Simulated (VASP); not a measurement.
# LaTl3H6: single point with PBE

The system is LaTl3H6.

```xyz
10
Lattice="6.4016 0.0000 0.0000 0.0000 6.4016 0.0000 0.0000 0.0000 4.0898" Properties=species:S:1:pos:R:3 pbc="T T T"
La    3.2008    3.2008    0.0000
Tl    3.2008    0.0000    2.0449
Tl    0.0000    3.2008    2.0449
Tl    0.0000    0.0000    0.0000
H     4.2026    3.2008    2.0449
H     2.1990    3.2008    2.0449
H     3.2008    2.1990    2.0449
H     3.2008    4.2026    2.0449
H     3.2008    0.0000    0.0000
H     0.0000    3.2008    0.0000
```

| Property | Result |
| --- | --- |
| Program | VASP 6.6.1 |
| Task | single point |
| Functional | PBE |
| Potentials or basis | VASP PAW PBE potentials, release 64 (La, Tl_d, H) |
| Cutoff | 520 eV |
| k mesh | 4 × 4 × 4 |
| Occupations | gaussian, width 0.1 eV |
| Spin | no spin polarisation |

The pressure is 0.1 GPa and the largest force is 0.018 eV/Å. The band gap on the k mesh is zero (band 28 reaches 6.07 eV, above the bottom of band 29 at 4.23 eV).

Forces in eV/Å, atoms in the order of the input:
```
La   0.000  0.000  0.000
Tl   0.000  0.000  0.000
Tl   0.000  0.000  0.000
Tl   0.000  0.000  0.000
H    0.018  0.000  0.000
H   -0.018  0.000  0.000
H    0.000 -0.018  0.000
H    0.000  0.018  0.000
H    0.000  0.000  0.000
H    0.000  0.000  0.000
```

Stress tensor (GPa, compression positive):
```
 0.26  0.00  0.00
 0.00  0.26  0.00
 0.00  0.00 -0.11
```

Levels at points of the mesh, in eV from the Fermi level:
| k point | band 26 | band 27 | band 28 | band 29 | band 30 | band 31 |
| --- | --- | --- | --- | --- | --- | --- |
| (0.00, 0.00, 0.00) | -0.92 | -0.92 | 0.97 | 1.39 | 1.60 | 1.67 |
| (0.50, 0.00, 0.00) | -1.55 | -1.38 | 1.14 | 1.53 | 1.61 | 1.62 |
| (0.50, 0.50, 0.00) | -1.59 | -0.87 | 0.46 | 1.25 | 1.25 | 1.52 |
| (0.00, 0.00, 0.50) | -4.03 | -3.87 | 0.98 | 1.16 | 1.16 | 1.65 |
| (0.50, 0.00, 0.50) | -4.19 | -2.07 | -0.44 | 0.34 | 0.49 | 1.10 |
| (0.50, 0.50, 0.50) | -1.94 | -1.94 | -1.69 | -0.46 | 1.09 | 1.25 |

Run time: 69 s on 1 thread of Intel(R) Xeon(R) 6975P-C (Granite Rapids), on a shared host, peak memory 0.32 GiB.

Caveat: the k points lie up to 0.38 Å⁻¹ apart; spin-orbit coupling is left out, which moves the levels of the heavy elements.
